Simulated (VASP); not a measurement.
# BeN (R-3m) in VASP: a series of runs

The runs below take BeN through single point, relaxation of cell and atoms, with PBE.

Program: VASP 6.6.1. These are calculated values, not measurements. Logs are shortened: lines on timing, memory, paths and dates and some standing lists are left out, and cuts for length are marked.

## (1) The cell of the first run

The structure is trigonal, space group R-3m (No. 166). Conventional cell: a = 2.900 Å, b = 2.900 Å, c = 11.735 Å, α = 90.00°, β = 90.00°, γ = 120.00°. Be (site symmetry 3m) has 4 N at 1.70 to 2.02 Å within 2.3 Å. Within 2.2 Å of N (site symmetry 3m) lie 1 N at 1.62 Å and 4 Be at 1.70 to 2.02 Å.

## (2) Single point, PBE

INCAR reads:

```
PREC     = Accurate       # precision mode
ENCUT    = 520            # plane-wave cutoff, eV
EDIFF    = 1E-6           # SCF threshold, eV
ISMEAR   = 0              # smearing method
SIGMA    = 0.01           # smearing width, eV
LREAL    = F              # projectors in reciprocal space
LASPH    = T              # aspherical terms in the spheres
NELM     = 100            # most SCF steps
ALGO     = Normal         # electronic algorithm
ISIF     = 2              # what is computed and relaxed
LWAVE    = F              # write WAVECAR
LCHARG   = F              # write CHGCAR
GGA      = PE             # functional
NBANDS   = 15             # bands
```

KPOINTS reads:

```
Automatic mesh
0
Gamma
  15 15 15
```

POSCAR reads:

```
BeN
1.0
    1.4498161632      0.8370517521      3.9116924555
   -1.4498161632      0.8370517521      3.9116924555
    0.0000000000     -1.6741035042      3.9116924555
Be N
2 2
Direct
    0.7408629165      0.7408629165      0.7408629165
    0.2591370835      0.2591370835      0.2591370835
    0.5689860305      0.5689860305      0.5689860305
    0.4310139695      0.4310139695      0.4310139695
```

Potentials or basis: VASP PAW PBE potentials, release 64 (Be, N).

Launch:

```
> cat potpaw_PBE.64/Be/POTCAR potpaw_PBE.64/N/POTCAR > POTCAR
> mpirun -np 1 vasp_std > vasp.out
```

OUTCAR:

```text
PREC = Accurate
   ENCUT = 520
   EDIFF = 1E-6
   ISMEAR = 0
   LREAL = F
   LASPH = T
   NELM = 100
   ISIF = 2
   GGA = PE

 ion  position               nearest neighbor table
   1  0.741  0.741  0.741-   4 1.70   4 1.70   4 1.70   3 2.02
   2  0.259  0.259  0.259-   3 1.70   3 1.70   3 1.70   4 2.02
   3  0.569  0.569  0.569-   4 1.62   2 1.70   2 1.70   2 1.70   1 2.02
   4  0.431  0.431  0.431-   3 1.62   1 1.70   1 1.70   1 1.70   2 2.02

  LATTYP: Found a trigonal (rhomboedric) cell.
 ALAT       =     4.2548748994
 COS(alpha) =     0.7677892727

  Lattice vectors:

 A1 = (   1.4498161632,   0.8370517521,   3.9116924555)
 A2 = (  -1.4498161632,   0.8370517521,   3.9116924555)
 A3 = (   0.0000000000,  -1.6741035042,   3.9116924555)

Analysis of symmetry for initial positions (statically):
=====================================================================
 Subroutine PRICEL returns:
 Original cell was already a primitive cell.

 Routine SETGRP: Setting up the symmetry group for a
 trigonal (rhombohedral) supercell.

 Subroutine GETGRP returns: Found 12 space group operations
 (whereof 12 operations were pure point group operations)
 out of a pool of 12 trial point group operations.

The static configuration has the point symmetry D_3d.

Analysis of symmetry for dynamics (positions and initial velocities):
=====================================================================
 Subroutine PRICEL returns:
 Original cell was already a primitive cell.

 Routine SETGRP: Setting up the symmetry group for a
 trigonal (rhombohedral) supercell.

 Subroutine GETGRP returns: Found 12 space group operations
 (whereof 12 operations were pure point group operations)
 out of a pool of 12 trial point group operations.

The dynamic configuration has the point symmetry D_3d.

 Subroutine INISYM returns: Found 12 space group operations
 (whereof 12 operations are pure point group operations),
 and found     1 'primitive' translations

----------------------------------------------------------------------------------------

                                     Primitive cell

  volume of cell :      28.4827

  direct lattice vectors                    reciprocal lattice vectors
     1.449816163  0.837051752  3.911692455     0.344871310  0.199111544  0.085214606
    -1.449816163  0.837051752  3.911692455    -0.344871310  0.199111544  0.085214606
     0.000000000 -1.674103504  3.911692455     0.000000000 -0.398223088  0.085214606

  length of vectors
     4.254874899  4.254874899  4.254874899     0.407238452  0.407238452  0.407238452

  position of ions in fractional coordinates (direct lattice)
     0.740862916  0.740862916  0.740862916
     0.259137084  0.259137084  0.259137084
     0.568986030  0.568986030  0.568986030
     0.431013970  0.431013970  0.431013970

  ion indices of the primitive-cell ions
   primitive index   ion index
                 1           1
                 2           2
                 3           3
                 4           4

----------------------------------------------------------------------------------------

 KPOINTS: Automatic mesh

Automatic generation of k-mesh.
 Grid dimensions read from file:
 generate k-points for:   15   15   15

 Generating k-lattice:

  Cartesian coordinates                     Fractional coordinates (reciprocal lattice)
     0.022991421  0.013274103  0.005680974     0.066666667 -0.000000000 -0.000000000
    -0.022991421  0.013274103  0.005680974    -0.000000000  0.066666667 -0.000000000
     0.000000000 -0.026548206  0.005680974    -0.000000000 -0.000000000  0.066666667

  Length of vectors
     0.027149230  0.027149230  0.027149230

  Shift w.r.t. Gamma in fractional coordinates (k-lattice)
     0.000000000  0.000000000  0.000000000

 Subroutine IBZKPT returns following result:
 ===========================================

 Found    344 irreducible k-points:

 Following reciprocal coordinates:
            Coordinates               Weight
  0.000000  0.000000  0.000000      1.000000
  0.066667  0.000000 -0.000000      6.000000
  0.133333  0.000000 -0.000000      6.000000
  0.200000  0.000000 -0.000000      6.000000
  0.266667  0.000000 -0.000000      6.000000
  0.333333  0.000000 -0.000000      6.000000
[... 16 lines left out ...]
  0.133333  0.133333 -0.000000      6.000000
  0.200000  0.133333 -0.000000     12.000000
 [... further k-points ...]
   k-points           NKPTS =    344   k-points in BZ     NKDIM =    344   number of bands    NBANDS=     15
   number of dos      NEDOS =    301   number of ions     NIONS =      4
   total plane-waves  NPLWV =  32768
   dimension x,y,z NGX =    32 NGY =   32 NGZ =   32
   dimension x,y,z NGXF=    64 NGYF=   64 NGZF=   64
   ions per type =               2   2
   NGX,Y,Z   is equivalent  to a cutoff of  12.50, 12.50, 12.50 a.u.
   NGXF,Y,Z  is equivalent  to a cutoff of  25.01, 25.01, 25.01 a.u.
 SYSTEM =  unknown system
   PREC   = accura    normal or accurate (medium, high low for compatibility)
   ISTART =      0    job   : 0-new  1-cont  2-samecut
   ICHARG =      2    charge: 1-file 2-atom 10-const
   ISPIN  =      1    spin polarized calculation?
   LNONCOLLINEAR =      F non collinear calculations
   LSORBIT =      F    spin-orbit coupling
   LASPH  =      T    aspherical Exc in radial PAW
   ENCUT  =  520.0 eV  38.22 Ry    6.18 a.u.   7.91  7.91  7.91*2*pi/ulx,y,z
   NELM   =    100;   NELMIN=  2; NELMDL= -5     # of ELM steps
   EDIFF  = 0.1E-05   stopping-criterion for ELM
   LREAL  =      F    real-space projection
   EDIFFG = 0.1E-04   stopping-criterion for IOM
   NSW    =      0    number of steps for IOM
   IBRION =     -1    ionic relax: 0-MD 1-quasi-New 2-CG
   NFREE  =      0    steps in history (QN), initial steepest desc. (CG)
   ISIF   =      2    stress and relaxation
   ISYM   =      2    0-nonsym 1-usesym 2-fastsym
   POTIM  = 0.5000    time-step for ionic-motion
   TEBEG  =    0.0;   TEEND  =   0.0 temperature during run
   PSTRESS=    0.0 pullay stress
   NELECT =      14.0000    total number of electrons
   NUPDOWN=      -1.0000    fix difference up-down
   EMIN   =  10.00;   EMAX   =-10.00  energy-range for DOS
   EFERMI =   0.00;   METHOD = LEGACY
   ISMEAR =     0;   SIGMA  =   0.01  broadening in eV -4-tet -1-fermi 0-gaus
   EFERMI_NEDOS =   21; number of points for ismear=-14 and -15
   IALGO  =     38    algorithm
   IMIX   =      4    mixing-type and parameters
     AMIX     =   0.40;   BMIX     =  1.00
     AMIX_MAG =   1.60;   BMIX_MAG =  1.00
  volume/ion in A,a.u.               =       7.12        48.05
  Fermi-wavevector in a.u.,A,eV,Ry     =   1.291984  2.441496 22.711150  1.669222
  Thomas-Fermi vector in A             =   2.423720
   LORBIT       =      0    0 simple, 1 ext, 2 COOP (PROOUT), +10 PAW based schemes
   GGA     = PE    functional components
   LHFCALC =     F    Hartree Fock is set to
   AEXX    =    0.0000 exact exchange contribution
   IVDW    =     0    specifies the selected vdW correction
   LEPSILON=     F    determine dielectric tensor
   LRPA    =     F    only Hartree local field effects (RPA)
 non-spin polarized calculation
 Gauss-broadening in eV      SIGMA  =   0.01
  energy-cutoff  :      520.00
  volume of cell :       28.48
 maximum number of plane-waves:       795
   NGX = 15   NGY = 15   NGZ = 15

 number of electron      14.0000000 magnetization

 Free energy of the ion-electron system (eV)
  ---------------------------------------------------
  ext. energy  EPLUGINS =         0.00000000
  ---------------------------------------------------
  free energy    TOTEN  =       -25.69744894 eV

  energy without entropy =      -25.69744226  energy(sigma->0) =      -25.69744560

 E-fermi :   6.6311     XC(G=0): -11.3083

 val. band max:        6.6311487060   @ k =   0.4667   0.4667   0.4667
 cond. band min:       6.7438662877   @ k =  -0.4667   0.4667   0.4667
 fundamental gap:      0.1127175818
 Fermi energy:         6.6311487063

 k-point     1 :       0.0000    0.0000    0.0000
  band No.  band energies     occupation
      1     -12.3051      2.00000
      2      -5.7315      2.00000
      3      -2.4931      2.00000
      4       3.7594      2.00000
      5       3.7594      2.00000
      6       5.6333      2.00000
      7       5.6333      2.00000
      8      11.1745      0.00000
      9      12.0362      0.00000
     10      15.0308      0.00000
     11      16.4610      0.00000
     12      16.4610      0.00000
     13      17.6347      0.00000
     14      17.6347      0.00000
     15      18.9322      0.00000

 k-point     2 :       0.0667    0.0000   -0.0000
  band No.  band energies     occupation
      1     -12.2536      2.00000
      2      -5.7363      2.00000
      3      -2.4037      2.00000
      4       3.4248      2.00000
      5       3.6798      2.00000
      6       5.5175      2.00000
      7       5.5499      2.00000
      8      11.3992      0.00000
      9      12.0250      0.00000
     10      14.9580      0.00000
     11      16.2738      0.00000
     12      16.6588      0.00000
     13      17.7147      0.00000
     14      17.8483      0.00000
     15      19.1351      0.00000

 k-point     3 :       0.1333    0.0000   -0.0000
  band No.  band energies     occupation
      1     -12.1030      2.00000
      2      -5.7466      2.00000
      3      -2.1503      2.00000
      4       2.5911      2.00000
      5       3.4675      2.00000
      6       5.1879      2.00000
      7       5.3195      2.00000
      8      11.7662      0.00000
      9      12.0930      0.00000
     10      14.7450      0.00000
     11      15.9729      0.00000
     12      17.2484      0.00000
     13      17.9155      0.00000
     14      18.4198      0.00000
     15      19.4111      0.00000
[... 343 lines left out ...]
 k-point    23 :       0.1333    0.1333   -0.0000
  band No.  band energies     occupation
      1     -12.0753      2.00000
      2      -5.9645      2.00000
      3      -1.8615      2.00000
      4       2.7518      2.00000
      5       3.2232      2.00000
      6       4.9442      2.00000
      7       5.6789      2.00000
      8      11.5123      0.00000
      9      11.9776      0.00000
     10      14.8521      0.00000
     11      16.1855      0.00000
     12      17.1113      0.00000
     13      17.7848      0.00000
     14      18.6639      0.00000
     15      19.5333      0.00000

 k-point    24 :       0.2000    0.1333   -0.0000
  band No.  band energies     occupation
      1     -11.9181      2.00000
      2      -6.0379      2.00000
      3      -1.5316      2.00000
      4       2.0985      2.00000
      5       2.9969      2.00000
      6       4.5955      2.00000
      7       5.5626      2.00000
      8      11.2382      0.00000
      9      12.3724      0.00000
     10      14.6924      0.00000
     11      16.1779      0.00000
     12      17.6134      0.00000
     13      18.0125      0.00000
     14      19.1400      0.00000
     15      19.4862      0.00000

 [... further k-points ...]
[... 5 lines left out ...]
  --------------------------------------------------------------------------------------
  -------------------------------------------------------------------------------------
  Total        0.0306087      0.0306087      0.0286656      0.0000000      0.0000000      0.0000000
  in kB        1.7217650      1.7217650      1.6124647      0.0000000      0.0000000      0.0000000
  external PRESSURE =       1.6853316 kB  Pullay stress =       0.0000000 kB

 VOLUME and BASIS-vectors are now :
 -----------------------------------------------------------------------------
  energy-cutoff  :      520.00
  volume of cell :       28.48
      direct lattice vectors                 reciprocal lattice vectors
     1.449816163  0.837051752  3.911692455     0.344871310  0.199111544  0.085214606
    -1.449816163  0.837051752  3.911692455    -0.344871310  0.199111544  0.085214606
     0.000000000 -1.674103504  3.911692455     0.000000000 -0.398223088  0.085214606

 POSITION                                       TOTAL-FORCE (eV/Angst)
 -----------------------------------------------------------------------------------
      0.00000      0.00000      8.69408         0.000000      0.000000     -0.009434
      0.00000      0.00000      3.04099         0.000000      0.000000      0.009434
      0.00000      0.00000      6.67710         0.000000      0.000000      0.007132
      0.00000      0.00000      5.05798         0.000000     -0.000000     -0.007132
 -----------------------------------------------------------------------------------
    total drift:                                0.000000     -0.000000      0.000000

  FREE ENERGIE OF THE ION-ELECTRON SYSTEM (eV)
  ---------------------------------------------------
  free  energy   TOTEN  =       -25.6974489419 eV

  energy  without entropy=      -25.6974422552  energy(sigma->0) =      -25.69744560
```

Wall time 2.6 min (1 thread of Intel Xeon Platinum 8259CL at 2.50GHz (Skylake/Cascade Lake), shared host); peak memory 0.26 GiB.

Results:

```yaml
Free_energy: -25.6974 eV
Pressure: 0.2 GPa
Largest_force: 0.009 eV/Å
Band_gap_on_the_k_mesh: zero (filled and empty bands touch)
```

Forces in eV/Å, atoms in the order of the input:
```
Be   0.000  0.000 -0.009
Be   0.000  0.000  0.009
N    0.000  0.000  0.007
N    0.000  0.000 -0.007
```

## (3) Relaxation of cell and atoms, PBE

INCAR reads:

```
SYSTEM = BeN
PREC     = Accurate       ! precision mode
ENCUT    = 600            ! plane-wave cutoff, eV
EDIFF    = 1E-6           ! SCF threshold, eV
ISMEAR   = 0              ! smearing method
SIGMA    = 0.01           ! smearing width, eV
LREAL    = .False.        ! projectors in reciprocal space
LASPH    = .True.         ! aspherical terms in the spheres
NELM     = 100            ! most SCF steps
ALGO     = Normal         ! electronic algorithm
ISIF     = 3              ! what is computed and relaxed
LWAVE    = .False.        ! write WAVECAR
LCHARG   = .False.        ! write CHGCAR
GGA      = PE             ! functional
IBRION   = 2              ! ionic algorithm
NSW      = 100            ! ionic steps
EDIFFG   = -0.01          ! ionic threshold
```

KPOINTS reads:

```
Automatic mesh
0
Gamma
  15 15 15
  0 0 0
```

POSCAR reads:

```
BeN
1.0
    1.4492725472      0.8367378952      3.9104744798
   -1.4492725472      0.8367378952      3.9104744798
    0.0000000000     -1.6734757905      3.9104744798
Be N
2 2
Direct
    0.7408930604      0.7408930604      0.7408930604
    0.2591069396      0.2591069396      0.2591069396
    0.5689900645      0.5689900645      0.5689900645
    0.4310099355      0.4310099355      0.4310099355
```

Potentials or basis: VASP PAW PBE potentials, release 64 (Be, N).

Launch:

```
> cat potpaw_PBE.64/Be/POTCAR potpaw_PBE.64/N/POTCAR > POTCAR
> mpirun -np 1 vasp_std > vasp.out
```

Run time: 2.6 min. Hardware: 1 thread of Intel Xeon Platinum 8488C (Sapphire Rapids), shared host; peak memory 0.29 GiB.

The run converged. Its results:

| Property | Result |
| --- | --- |
| Free energy | -25.7012 eV |
| Relaxed volume | 7.12 Å³/atom |
| Relaxed cell | a = 4.255 Å, b = 4.255 Å, c = 4.255 Å, α = 39.85°, β = 39.85°, γ = 39.85° |
| Space group after relaxing (to 0.05 Å) | R-3m (No. 166) |
| Energy gained by relaxing | 0.0 meV/atom |
| Ionic steps | 2 |
| Pressure after relaxing | -0.1 GPa |
| Largest force after relaxing | 0.006 eV/Å |
| Band gap on the k mesh | zero (filled and empty bands touch) |

Forces in eV/Å, atoms in the order of the input:
```
Be   0.000  0.000 -0.006
Be   0.000  0.000  0.006
N    0.000  0.000  0.001
N    0.000  0.000 -0.001
```

Final structure:
```yaml
crystal:
  lattice:
    - [1.45009, 0.83721, 3.91176]
    - [-1.45009, 0.83721, 3.91176]
    - [0.00000, -1.67443, 3.91176]
  atoms:
    - { symbol: Be, position: [0.74083, 0.74083, 0.74083] }
    - { symbol: Be, position: [0.25917, 0.25917, 0.25917] }
    - { symbol: N, position: [0.56899, 0.56899, 0.56899] }
    - { symbol: N, position: [0.43101, 0.43101, 0.43101] }
```

Levels at points of the mesh, in eV from the Fermi level:
```csv
k point,band 5,band 6,band 7,band 8,band 9,band 10
"(0.00, 0.00, 0.00)",-2.87,-1.00,-1.00,4.54,5.40,8.40
```
